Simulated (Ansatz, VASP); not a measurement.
## SiO2 in VASP and in Ansatz

File INCAR:

```
PREC = Accurate
ENCUT = 600
EDIFF = 1E-7
ISMEAR = -1
SIGMA = 0.05
LREAL = False
LASPH = True
NELM = 80
ALGO = Normal
ISIF = 3
LWAVE = False
LCHARG = False
GGA = CA
IBRION = 2
NSW = 80
EDIFFG = -0.01
```

The input KPOINTS:

```
regular mesh
0
Gamma
  5 5 5
```

Contents of POSCAR:

```
SiO2
1.0
   -4.4720405200      4.4720405200      2.6117703500
    4.4720405200     -4.4720405200      2.6117703500
    4.4720405200      4.4720405200     -2.6117703500
Si O
4 8
Direct
    0.8231114200      0.8231114200      0.6462228400
    0.1768885800      0.8231114200      0.0000000000
    0.8231114200      0.1768885800      0.0000000000
    0.1768885800      0.1768885800      0.3537771600
    0.0000000000      0.7914513400      0.7914513400
    0.2085486600      0.0000000000      0.2085486600
    0.7914513400      0.0000000000      0.7914513400
    0.0000000000      0.2085486600      0.2085486600
    0.0000000000      0.0000000000      0.5000000000
    0.5000000000      0.0000000000      0.0000000000
    0.0000000000      0.5000000000      0.0000000000
    0.5000000000      0.5000000000      0.5000000000
```

input.yaml

```yaml
crystal:
  lattice:
    - [-4.47204052, 4.47204052, 2.61177035]
    - [4.47204052, -4.47204052, 2.61177035]
    - [4.47204052, 4.47204052, -2.61177035]
  atoms:
    - { symbol: Si, position: [0.82311142, 0.82311142, 0.64622284] }
    - { symbol: Si, position: [0.17688858, 0.82311142, 0.0] }
    - { symbol: Si, position: [0.82311142, 0.17688858, 0.0] }
    - { symbol: Si, position: [0.17688858, 0.17688858, 0.35377716] }
    - { symbol: O, position: [0.0, 0.79145134, 0.79145134] }
    - { symbol: O, position: [0.20854866, 0.0, 0.20854866] }
    - { symbol: O, position: [0.79145134, 0.0, 0.79145134] }
    - { symbol: O, position: [0.0, 0.20854866, 0.20854866] }
    - { symbol: O, position: [0.0, 0.0, 0.5] }
    - { symbol: O, position: [0.5, 0.0, 0.0] }
    - { symbol: O, position: [0.0, 0.5, 0.0] }
    - { symbol: O, position: [0.5, 0.5, 0.5] }
kpoints:
  mp_grid: { grid: [5, 5, 5] }
scf:
  occupations: { method: fermi_dirac, width: 0.05 }
hamiltonian:
  xc: lda
  pseudopotentials: { kind: all_electron, lapw: { basis_error: 0.002 } }
output:
  forces: true
  stress: true
relax:
  f_tol: 0.01
  max_steps: 60
  cell: {}
```

Alike in both runs: task relaxation of cell and atoms; functional LDA; k mesh 5 × 5 × 5; occupations fermi-dirac, width 0.05 eV; no spin polarisation.

|  | VASP | Ansatz |
| --- | --- | --- |
| version | VASP 6.6.1 | Ansatz 0.2.0 |
| potentials or method | VASP PAW LDA potentials, release 64 (Si, O), cutoff 600 eV | all-electron LAPW, scalar-relativistic |

```tsv
	VASP	Ansatz	Ansatz less VASP
relaxed volume (Å³/atom)	17.28	17.26	-0.016
relaxed length of the cell vector where the two differ most in proportion (Å)	6.823	6.821	-0.0018
```

LDA's correlation is that of Perdew and Zunger in VASP and of Perdew and Wang (1992) in Ansatz. Ansatz ran all-electron here, and VASP with PAW potentials.

Noted on Ansatz's run: the k mesh is thin for a metal, which can move the energy by tens of meV per atom.
